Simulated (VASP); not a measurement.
Here is a VASP 6.6.1 calculation.

The input INCAR:

```
SYSTEM = CoRu2
ALGO = Normal
EDIFF = 1E-6
ENCUT = 520
GGA = PE
ISIF = 2
ISMEAR = 0
ISPIN = 2
LASPH = .TRUE.
LCHARG = .FALSE.
LMAXMIX = 4
LORBIT = 11
LREAL = .FALSE.
LWAVE = .FALSE.
MAGMOM = 3 3 0 0 0 0
NBANDS = 50
NELM = 150
PREC = Accurate
SIGMA = 0.1
```

KPOINTS

```
k-points
0
G
  6 6 2
  0 0 0
```

POSCAR

```
CoRu2
1.0
    2.6844348714      0.0000000000      0.0000000000
   -1.3422174357      2.3247887934      0.0000000000
    0.0000000000      0.0000000000     12.4424205126
Co Ru
2 4
Direct
    0.3333333333      0.6666666667      0.2500000000
    0.6666666667      0.3333333333      0.7500000000
    0.3333333333      0.6666666667      0.9145425261
    0.3333333333      0.6666666667      0.5854574739
    0.6666666667      0.3333333333      0.0854574739
    0.6666666667      0.3333333333      0.4145425261
```

Potentials or basis: VASP PAW PBE potentials, release 64 (Co, Ru_pv).

Run with:

```bash
$ cat potpaw_PBE.64/Co/POTCAR potpaw_PBE.64/Ru_pv/POTCAR > POTCAR
$ mpirun -np 1 vasp_std > vasp.out
```

(1) Estimate the pressure.

(2) Estimate the site moments.

(3) What does it give for the net moment?

## Answers

(1) -0.2 GPa.

(2) Co +1.32; Ru +0.01 μB.

(3) 2.66 μB per cell.

Caveat: the k points lie up to 0.45 Å⁻¹ apart.
